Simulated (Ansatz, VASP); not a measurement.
**One calculation of WSe2, two programs**

```
W Se
1.0
     3.03998    0.00000    0.00000
    -1.51999    2.63270    0.00000
     0.00000    0.00000   14.01899
W Se
2 4
Direct
  0.33333 0.66667 0.25000
  0.66667 0.33333 0.75000
  0.33333 0.66667 0.61458
  0.66667 0.33333 0.11458
  0.33333 0.66667 0.88542
  0.66667 0.33333 0.38542
```

Alike in both runs: task single point; functional PBEsol; dispersion D3(BJ); k mesh 12 × 12 × 4; occupations gaussian, width 0.05 eV; no spin polarisation.

|  | VASP | Ansatz |
| --- | --- | --- |
| version | VASP 6.6.1 | Ansatz 0.2.0 |
| potentials or method | VASP PAW PBE potentials, release 64 (W_sv, Se), cutoff 520 eV | scalar-relativistic, plane waves, PAW |
| valence electrons in the cell | 52 | 92 |

|  | VASP | Ansatz | Ansatz less VASP |
| --- | --- | --- | --- |
| gap on the k mesh at the Fermi level (eV) | 0.10 | 0.10 | -0.003 |
| least direct gap on the mesh (eV) | 0.57 | 0.56 | -0.001 |
| pressure (GPa) | -1.6 | -2.0 | -0.43 |
| traceless stress, the component that is largest in VASP (GPa) | -23.64 | -23.74 | -0.099 |
| rms of the force components (eV/Å) | 0.903 | 0.927 | +0.0239 |

VASP's potentials were made for PBE, not for PBEsol. Atom by atom the forces differ by 0.024 eV/Å (rms over components). VASP's potentials hold 52 valence electrons a cell and Ansatz's 92, so a difference there can come from the potentials and not from the codes.

Spin-orbit coupling is off throughout.
